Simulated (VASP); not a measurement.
# H4C33: single point with PBE

The system is H4C33, a slab with vacuum.

```
CELL_PARAMETERS angstrom
5.05083 0.00000 0.00000
-2.52541 4.37415 0.00000
0.00000 0.00000 27.15117
ATOMIC_POSITIONS crystal
C 0.66667 0.33333 0.31306
C 0.66667 0.83333 0.31306
C 0.16667 0.33333 0.31306
C 0.16667 0.83333 0.31306
C 0.50000 0.50000 0.33205
C 0.50000 0.00000 0.33205
C 0.00000 0.50000 0.33205
C 0.00000 0.00000 0.33205
C 0.00000 0.50000 0.38901
C 0.00000 0.00000 0.38901
C 0.50000 0.50000 0.38901
C 0.50000 0.00000 0.38901
C 0.83333 0.66667 0.40799
C 0.83333 0.16667 0.40799
C 0.33333 0.66667 0.40799
C 0.33333 0.16667 0.40799
C 0.33333 0.66667 0.54428
C 0.33333 0.16667 0.54428
C 0.83333 0.66667 0.54428
C 0.83333 0.16667 0.54428
C 0.16667 0.83333 0.54432
C 0.16667 0.33333 0.54432
C 0.66667 0.83333 0.54432
C 0.66667 0.33333 0.54433
C 0.66668 0.83334 0.70234
C 0.66667 0.33333 0.70233
C 0.16666 0.83334 0.70234
C 0.16666 0.33332 0.70234
C 0.50001 0.00001 0.70235
C 0.50001 0.49999 0.70235
C 0.00000 0.00000 0.70233
C 0.99999 0.49999 0.70235
C 0.33333 0.66667 0.86008
H 0.33333 0.66667 0.81974
H 0.54257 0.86643 0.87352
H 0.13357 0.67614 0.87352
H 0.32386 0.45743 0.87352
```

| Quantity | Value |
| --- | --- |
| Program | VASP 6.6.1 |
| Task | single point |
| Functional | PBE |
| Potentials or basis | VASP PAW PBE potentials, release 64 (C, H) |
| Cutoff | 520 eV |
| k mesh | 6 × 6 × 1 |
| Occupations | gaussian, width 0.05 eV |
| Spin | no spin polarisation |

```yaml
Largest_force: 6.571 eV/Å
Band_gap_on_the_k_mesh: 0.03 eV
```

Forces on the atoms (eV/Å):
```
C    0.000  0.000  4.157
C    0.000  0.000  4.157
C    0.000  0.000  4.157
C    0.000  0.000  4.157
C    0.000  0.000 -6.571
C    0.000  0.000 -6.571
C    0.000  0.000 -6.571
C    0.000  0.000 -6.571
C    0.000  0.000  6.499
C    0.000  0.000  6.499
C    0.000  0.000  6.499
C    0.000  0.000  6.499
C    0.000  0.000 -4.077
C    0.000  0.000 -4.077
C    0.000  0.000 -4.077
C    0.000  0.000 -4.077
C    0.000  0.000  0.005
C    0.000  0.000  0.006
C    0.000  0.000  0.006
C    0.000  0.000  0.006
C    0.000  0.000  0.003
C    0.000  0.000  0.003
C    0.000  0.000  0.003
C    0.000  0.000  0.001
C    0.000  0.000 -0.007
C    0.000  0.000  0.002
C    0.000  0.000 -0.007
C    0.000  0.000 -0.007
C    0.000  0.000 -0.009
C    0.000  0.000 -0.009
C    0.000  0.000  0.001
C    0.000  0.000 -0.009
C    0.000  0.000  0.011
H    0.000  0.000 -0.024
H    0.001  0.002 -0.003
H   -0.002  0.000 -0.003
H    0.002 -0.002 -0.003
```

Levels at points of the mesh, in eV from the valence-band top:
```csv
k point,band 66,band 67,band 68,band 69,band 70,band 71
"(0.00, 0.00, 0.00)",-1.23,-0.41,-0.41,0.82,0.82,0.82
"(0.50, 0.00, 0.00)",-1.38,-0.03,-0.03,0.07,0.07,1.06
```

It took 32 min on 1 thread of Oxide Virtual Turin-like Processor (shared host), peak memory 0.75 GiB.
